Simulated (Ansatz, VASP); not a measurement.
## CaB: VASP beside Ansatz

The input INCAR:

```
PREC = Accurate
ENCUT = 500
EDIFF = 1E-7
ISMEAR = 0
SIGMA = 0.1
LREAL = F
LASPH = T
NELM = 120
ALGO = Normal
ISIF = 3
LWAVE = F
LCHARG = F
GGA = PE
IBRION = 2
NSW = 90
EDIFFG = -0.04
GGA_COMPAT = F
NELMIN = 4
```

Contents of KPOINTS:

```
Automatic mesh
0
Gamma
  6 6 4
```

POSCAR

```
CaB
1.0
    3.2687377100      0.0000000000      0.0000000000
   -1.6343688600      2.8308099000      0.0000000000
    0.0000000000      0.0000000000      5.3378486900
Ca B
1 1
Direct
    0.6666666700      0.3333333300      0.5000000000
    0.3333333300      0.6666666700      0.0000000000
```

Input for Ansatz:

```yaml
crystal:
  lattice:
    - [3.26873771, 0.0, 0.0]
    - [-1.63436886, 2.8308099, 0.0]
    - [0.0, 0.0, 5.33784869]
  atoms:
    - { symbol: Ca, position: [0.66666667, 0.33333333, 0.5] }
    - { symbol: B, position: [0.33333333, 0.66666667, 0.0] }
basis:
  ecutwfc: 420
kpoints:
  mp_grid: { grid: [6, 6, 4] }
hamiltonian:
  xc: pbe
scf:
  occupations: { method: gaussian, width: 0.1 }
  lower_state_search: "off"
output:
  forces: true
  stress: true
  eigenvalues: true
relax:
  adjacent_minimum: "off"
  f_tol: 0.04
  max_steps: 70
  cell: { stress_tol: 0.4 }
```

Alike in both runs: task relaxation of cell and atoms; functional PBE; k mesh 6 × 6 × 4; occupations gaussian, width 0.1 eV; no spin polarisation.

|  | VASP | Ansatz |
| --- | --- | --- |
| version | VASP 6.6.1 | Ansatz 0.2.0 |
| potentials or method | VASP PAW PBE potentials, release 64 (Ca_sv, B), cutoff 500 eV | scalar-relativistic, plane waves, PAW |
| valence electrons in the cell | 13 | 13 |

VASP gave:

* gap on the k mesh at the Fermi level, each at its own relaxed structure (eV): none
* relaxed volume (Å³/atom): 20.80
* relaxed cell length with the largest relative difference (Å): 3.584

**Question.** What did Ansatz give for the same quantities?

**Answer.** gap on the k mesh at the Fermi level, each at its own relaxed structure (eV): none; relaxed volume (Å³/atom): 20.72; relaxed cell length with the largest relative difference (Å): 3.578.

A gap of «none» marks a metal or a gap that the smearing closes.

The k mesh is coarse, so the values compare programs but aren't converged. Noted on VASP's run: the volume moved by over 15 % at a fixed basis, so the end points are rough.
